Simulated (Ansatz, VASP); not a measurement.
One calculation of Pb, two programs

File INCAR:

```
SYSTEM = Pb
ALGO = Normal
EDIFF = 1E-6
ENCUT = 520
GGA = PS
GGA_COMPAT = .FALSE.
ISIF = 2
ISMEAR = -1
LASPH = .TRUE.
LCHARG = .FALSE.
LORBIT = 11
LORBMOM = .TRUE.
LREAL = .FALSE.
LSORBIT = .TRUE.
LWAVE = .FALSE.
MAGMOM = 0 0 0 0 0 0 0 0 0 0 0 0
NBANDS = 70
NELM = 150
PREC = Accurate
SIGMA = 0.05
```

File KPOINTS:

```
k-points
0
G
  9 9 3
  0 0 0
```

POSCAR

```
Pb
1.0
    3.5243661423      0.0000000000      0.0000000000
   -1.7621830712      3.0521906115      0.0000000000
    0.0000000000      0.0000000000     11.4952418100
Pb
4
Direct
    0.6666666667      0.3333333333      0.7500000000
    0.0000000000      0.0000000000      0.5000000000
    0.3333333333      0.6666666667      0.2500000000
    0.0000000000      0.0000000000      0.0000000000
```

input.yaml

```yaml
crystal:
  lattice:
    - [3.5243661423, 0.0, 0.0]
    - [-1.7621830712, 3.0521906115, 0.0]
    - [0.0, 0.0, 11.49524181]
  atoms:
    - { symbol: Pb, position: [0.6666666667, 0.3333333333, 0.75] }
    - { symbol: Pb, position: [0.0, 0.0, 0.5] }
    - { symbol: Pb, position: [0.3333333333, 0.6666666667, 0.25] }
    - { symbol: Pb, position: [0.0, 0.0, 0.0] }
hamiltonian:
  xc: pbesol
  pseudopotentials: { kind: paw_fr }
magnetization:
  noncollinear: true
  spin_orbit: true
kpoints:
  mp_grid: { grid: [9, 9, 3] }
  band_path:
    path:
      - [[0.0, 0.0, 0.0], [0.5, 0.0, 0.0], [0.3333333333, 0.3333333333, 0.0], [0.0, 0.0, 0.0], [0.0, 0.0, 0.5], [0.5, 0.0, 0.5], [0.3333333333, 0.3333333333, 0.5], [0.0, 0.0, 0.5]]
      - [[0.5, 0.0, 0.5], [0.5, 0.0, 0.0]]
      - [[0.3333333333, 0.3333333333, 0.0], [0.3333333333, 0.3333333333, 0.5]]
    npoints: 14
scf:
  occupations: { method: fermi_dirac, width: 0.05 }
  n_extra_bands: 10
output:
  forces: true
  stress: true
  eigenvalues: true
  fatbands: false
```

Alike in both runs: functional PBEsol; k mesh 9 × 9 × 3; occupations fermi-dirac, width 0.05 eV; non-collinear spin, spin-orbit coupling.

|  | VASP | Ansatz |
| --- | --- | --- |
| version | VASP 6.6.1 | Ansatz 0.2.0 |
| potentials or method | VASP PAW PBE potentials, release 64 (Pb_d) | Ansatz PAW |
| plane-wave cutoff (eV) | 520 | 420 |
| valence electrons in the cell | 56 | 56 |
| task | single point | band structure |

```csv
,VASP,Ansatz,Ansatz less VASP
pressure (GPa),-1.5,-1.5,0.00
"traceless stress, the component that is largest in VASP (GPa)",0.07,0.02,-0.043
net moment per atom (μB),0.00,0.00,0.000
```

VASP's potentials were made for PBE, not for PBEsol.
